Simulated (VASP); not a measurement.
# WS2 (I4_1/amd) in VASP: a series of runs, part 2 of 3

VASP 6.6.1. The steps go on from the part before.

### 3 Single point, r2SCAN+rVV10

This run uses another cell than the first one, of 17.38 Å³/atom, 1.047 times its volume.

Input file POSCAR:

```
WS2
1.0
   -2.3690038826      2.3690038826      4.6455734726
    2.3690038826     -2.3690038826      4.6455734726
    2.3690038826      2.3690038826     -4.6455734726
W S
2 4
Direct
    0.7500000000      0.2500000000      0.5000000000
    0.0000000000      0.0000000000      0.0000000000
    0.4876337886     -0.0123662114      0.5000000000
    0.7376337886      0.7376337886      0.0000000000
    0.2623662114      0.2623662114      0.0000000000
    1.0123662114      0.5123662114      0.5000000000
```

Input file INCAR.step1:

```
SYSTEM = WS2
PREC = Accurate
ENCUT = 520
ISMEAR = -1
SIGMA = 0.03
LREAL = .False.
LASPH = .True.
NELM = 100
NBANDS = 35
GGA = PE
ALGO = Normal
EDIFF = 1E-4
LWAVE = .True.
LCHARG = .False.
```

Input file INCAR.step2:

```
SYSTEM = WS2
PREC = Accurate
ENCUT = 520
EDIFF = 1E-7
ISMEAR = -1
SIGMA = 0.03
LREAL = .False.
LASPH = .True.
NELM = 100
ALGO = Normal
ISIF = 2
LWAVE = .False.
LCHARG = .False.
METAGGA = R2SCAN
LMIXTAU = .True.
LUSE_VDW = .True.
IVDW_NL = 2
BPARAM = 11.95
CPARAM = 0.0093
NBANDS = 35
ISTART = 1
```

Input file KPOINTS:

```
regular mesh
0
Gamma
  8 8 8
  0 0 0
```

Potentials or basis: VASP PAW PBE potentials, release 64 (W_sv, S).

On the command line:

```
> cat potpaw_PBE.64/W_sv/POTCAR potpaw_PBE.64/S/POTCAR > POTCAR
> cp INCAR.step1 INCAR
> mpirun -np 1 vasp_std > vasp.out
> cp INCAR.step2 INCAR
> mpirun -np 1 vasp_std > vasp.out
```

OUTCAR:

```text
SYSTEM = WS2
   PREC = Accurate
   ENCUT = 520
   EDIFF = 1E-7
   ISMEAR = -1
   LREAL = .False.
   LASPH = .True.
   NELM = 100
   ISIF = 2
   METAGGA = R2SCAN
   IVDW_NL = 2
   BPARAM = 11.95
   ISTART = 1

 ion  position               nearest neighbor table
   1  0.750  0.250  0.500-   5 2.37   4 2.37   5 2.37   4 2.37   3 2.44   6 2.44   2 3.32   2 3.32
                             2 3.32   2 3.32
   2  0.000  0.000  0.000-   6 2.37   3 2.37   6 2.37   3 2.37   4 2.44   5 2.44   1 3.32   1 3.32
                             1 3.32   1 3.32
   3  0.488  0.988  0.500-   2 2.37   2 2.37   1 2.44
   4  0.738  0.738  0.000-   1 2.37   1 2.37   2 2.44
   5  0.262  0.262  0.000-   1 2.37   1 2.37   2 2.44
   6  0.012  0.512  0.500-   2 2.37   2 2.37   1 2.44

  LATTYP: Found a body centered tetragonal cell.
 ALAT       =     4.7380077652
 C/A-ratio  =     1.9609817893

  Lattice vectors:

 A1 = (  -2.3690038826,   2.3690038826,   4.6455734726)
 A2 = (   2.3690038826,  -2.3690038826,   4.6455734726)
 A3 = (   2.3690038826,   2.3690038826,  -4.6455734726)

Analysis of symmetry for initial positions (statically):
=====================================================================
 Subroutine PRICEL returns:
 Original cell was already a primitive cell.

 Routine SETGRP: Setting up the symmetry group for a
 body centered tetragonal supercell.

 Subroutine GETGRP returns: Found 16 space group operations
 (whereof  8 operations were pure point group operations)
 out of a pool of 16 trial point group operations.

The static configuration has the point symmetry D_2d.
 The point group associated with its full space group is D_4h.

Analysis of symmetry for dynamics (positions and initial velocities):
=====================================================================
 Subroutine PRICEL returns:
 Original cell was already a primitive cell.

 Routine SETGRP: Setting up the symmetry group for a
 body centered tetragonal supercell.

 Subroutine GETGRP returns: Found 16 space group operations
 (whereof  8 operations were pure point group operations)
 out of a pool of 16 trial point group operations.

The dynamic configuration has the point symmetry D_2d.
 The point group associated with its full space group is D_4h.

 Subroutine INISYM returns: Found 16 space group operations
 (whereof  8 operations are pure point group operations),
 and found     1 'primitive' translations

----------------------------------------------------------------------------------------

                                     Primitive cell

  volume of cell :     104.2872

  direct lattice vectors                    reciprocal lattice vectors
    -2.369003883  2.369003883  4.645573473     0.000000000  0.211059173  0.107629339
     2.369003883 -2.369003883  4.645573473     0.211059173  0.000000000  0.107629339
     2.369003883  2.369003883 -4.645573473     0.211059173  0.211059173  0.000000000

  length of vectors
     5.727627055  5.727627055  5.727627055     0.236917811  0.236917811  0.298482745

  position of ions in fractional coordinates (direct lattice)
     0.750000000  0.250000000  0.500000000
     0.000000000  0.000000000  0.000000000
     0.487633789  0.987633789  0.500000000
[... 42 lines left out ...]
  0.125000  0.000000  0.000000      8.000000
  0.250000  0.000000  0.000000      8.000000
  0.375000  0.000000 -0.000000      8.000000
  0.500000  0.000000  0.000000      4.000000
  0.125000  0.125000  0.000000      8.000000
[... 16 lines left out ...]
  0.250000  0.125000  0.125000     16.000000
  0.375000  0.125000  0.125000      8.000000
 [... further k-points ...]
   k-points           NKPTS =     59   k-points in BZ     NKDIM =     59   number of bands    NBANDS=     35
   number of dos      NEDOS =    301   number of ions     NIONS =      6
   total plane-waves  NPLWV = 110592
   dimension x,y,z NGX =    48 NGY =   48 NGZ =   48
   dimension x,y,z NGXF=    96 NGYF=   96 NGZF=   96
   ions per type =               2   4
   NGX,Y,Z   is equivalent  to a cutoff of  13.93, 13.93, 13.93 a.u.
   NGXF,Y,Z  is equivalent  to a cutoff of  27.86, 27.86, 27.86 a.u.
 SYSTEM =  WS2
   PREC   = accura    normal or accurate (medium, high low for compatibility)
   ISTART =      1    job   : 0-new  1-cont  2-samecut
   ICHARG =      0    charge: 1-file 2-atom 10-const
   ISPIN  =      1    spin polarized calculation?
   LNONCOLLINEAR =      F non collinear calculations
   LSORBIT =      F    spin-orbit coupling
   LASPH  =      T    aspherical Exc in radial PAW
   ENCUT  =  520.0 eV  38.22 Ry    6.18 a.u.  10.65 10.65 10.65*2*pi/ulx,y,z
   NELM   =    100;   NELMIN=  2; NELMDL=  0     # of ELM steps
   EDIFF  = 0.1E-06   stopping-criterion for ELM
   LREAL  =      F    real-space projection
   EDIFFG = 0.1E-05   stopping-criterion for IOM
   NSW    =      0    number of steps for IOM
   IBRION =     -1    ionic relax: 0-MD 1-quasi-New 2-CG
   NFREE  =      0    steps in history (QN), initial steepest desc. (CG)
   ISIF   =      2    stress and relaxation
   ISYM   =      2    0-nonsym 1-usesym 2-fastsym
   POTIM  = 0.5000    time-step for ionic-motion
   TEBEG  =    0.0;   TEEND  =   0.0 temperature during run
   PSTRESS=    0.0 pullay stress
   NELECT =      52.0000    total number of electrons
   NUPDOWN=      -1.0000    fix difference up-down
   EMIN   =  10.00;   EMAX   =-10.00  energy-range for DOS
   EFERMI =   0.00;   METHOD = LEGACY
   ISMEAR =    -1;   SIGMA  =   0.03  broadening in eV -4-tet -1-fermi 0-gaus
   EFERMI_NEDOS =   21; number of points for ismear=-14 and -15
   IALGO  =     38    algorithm
   IMIX   =      4    mixing-type and parameters
     AMIX     =   0.40;   BMIX     =  1.00
     AMIX_MAG =   1.60;   BMIX_MAG =  1.00
  volume/ion in A,a.u.               =      17.38       117.29
  Fermi-wavevector in a.u.,A,eV,Ry     =   1.298172  2.453190 22.929235  1.685251
  Thomas-Fermi vector in A             =   2.429518
   LORBIT       =      0    0 simple, 1 ext, 2 COOP (PROOUT), +10 PAW based schemes
   METAGGA = R2SCAN    functional components
   LHFCALC =     F    Hartree Fock is set to
   AEXX    =    0.0000 exact exchange contribution
   IVDW_NL    =     2    kernel type
   BPARAM     =11.9500
   IVDW    =     0    specifies the selected vdW correction
   LEPSILON=     F    determine dielectric tensor
   LRPA    =     F    only Hartree local field effects (RPA)
 non-spin polarized calculation
  energy-cutoff  :      520.00
  volume of cell :      104.29
 maximum number of plane-waves:      2834
 NGX is ok and might be reduce to    48
   NGX = 21   NGY = 21   NGZ = 21

 number of electron      51.9999999 magnetization

 Free energy of the ion-electron system (eV)
  ---------------------------------------------------
  ext. energy  EPLUGINS =         0.00000000
  ---------------------------------------------------
  free energy    TOTEN  =      -135.51549893 eV

  energy without entropy =     -135.50821881  energy(sigma->0) =     -135.51185887

 E-fermi :   7.9815     XC(G=0): -11.9338

 val. band max:        7.9792409904   @ k =   0.5000   0.3750   0.0000
 cond. band min:       8.0066381465   @ k =  -0.1250   0.1250   0.1250
 fundamental gap:      0.0273971561
 Fermi energy:         7.9815162068

 k-point     1 :       0.0000    0.0000    0.0000
  band No.  band energies     occupation
      1     -69.2873      2.00000
      2     -69.2769      2.00000
      3     -32.9228      2.00000
      4     -32.9228      2.00000
      5     -32.8656      2.00000
      6     -32.8656      2.00000
[... 901 lines left out ...]
     34      13.1178      0.00000
     35      14.7454      0.00000

 [... further k-points ...]

------------------------ aborting loop because EDIFF is reached ----------------------------------------

  FORCE on cell =-STRESS in cart. coord.  units (eV):
  Direction    XX          YY          ZZ          XY          YZ          ZX
  --------------------------------------------------------------------------------------
  -------------------------------------------------------------------------------------
  Total        0.2427231      0.2427231      0.2239183      0.0000000     -0.0000000      0.0000000
  in kB        3.7289874      3.7289874      3.4400867      0.0000000     -0.0000000      0.0000000
  external PRESSURE =       3.6326871 kB  Pullay stress =       0.0000000 kB

 VOLUME and BASIS-vectors are now :
 -----------------------------------------------------------------------------
  energy-cutoff  :      520.00
  volume of cell :      104.29
      direct lattice vectors                 reciprocal lattice vectors
    -2.369003883  2.369003883  4.645573473     0.000000000  0.211059173  0.107629339
     2.369003883 -2.369003883  4.645573473     0.211059173  0.000000000  0.107629339
     2.369003883  2.369003883 -4.645573473     0.211059173  0.211059173  0.000000000

 POSITION                                       TOTAL-FORCE (eV/Angst)
 -----------------------------------------------------------------------------------
     -0.00000      2.36900      2.32279        -0.000000     -0.000000     -0.000000
      0.00000      0.00000      0.00000        -0.000000     -0.000000     -0.000000
      2.36900     -0.00000      4.53068        -0.000000      0.000000     -0.018159
      0.00000      0.00000      6.85346         0.000000     -0.000000     -0.018159
      0.00000      0.00000      2.43768         0.000000     -0.000000      0.018159
      2.36900      0.00000      0.11490        -0.000000      0.000000      0.018159
 -----------------------------------------------------------------------------------
    total drift:                               -0.000000     -0.000000      0.000000

  FREE ENERGIE OF THE ION-ELECTRON SYSTEM (eV)
  ---------------------------------------------------
  free  energy   TOTEN  =      -135.5154989280 eV

  energy  without entropy=     -135.5082188128  energy(sigma->0) =     -135.51185887
```

Wall time 13 min (1 thread of Intel Xeon Platinum 8488C (Sapphire Rapids), shared host); peak memory 0.84 GiB.

What came out:

| Quantity | Value |
| --- | --- |
| Free energy | -135.5155 eV |
| Pressure | 0.4 GPa |
| Largest force | 0.018 eV/Å |
| Band gap on the k mesh | zero (band 26 reaches 8.86 eV, above the bottom of band 27 at 6.19 eV) |

Forces in eV/Å, atoms in the order of the input:
```
W    0.000  0.000  0.000
W    0.000  0.000  0.000
S    0.000  0.000 -0.018
S    0.000  0.000 -0.018
S    0.000  0.000  0.018
S    0.000  0.000  0.018
```

Levels at points of the mesh, in eV from the Fermi level:
```
           k point  band 23  band 24  band 25  band 26  band 27  band 28  band 29  band 30
(0.00, 0.00, 0.00)    -1.35    -1.35    -1.12    -1.05    -1.05    -0.98    -0.06     0.07
(0.50, 0.00, 0.00)    -2.05    -1.76    -1.71     0.09     0.39     0.44     1.14     1.43
(0.50, 0.50, 0.00)    -1.44    -1.44     0.45     0.45     1.55     1.55     1.60     1.60
(0.50, 0.50, 0.50)    -2.37    -2.37    -2.01    -2.01    -1.79    -1.79     0.13     0.13
```

Caveat: the PAW data sets were made with another functional, which shifts forces and pressure a little; spin-orbit coupling is left out, which moves the levels of the heavy elements.

(Part 2 of 3 ends here.)
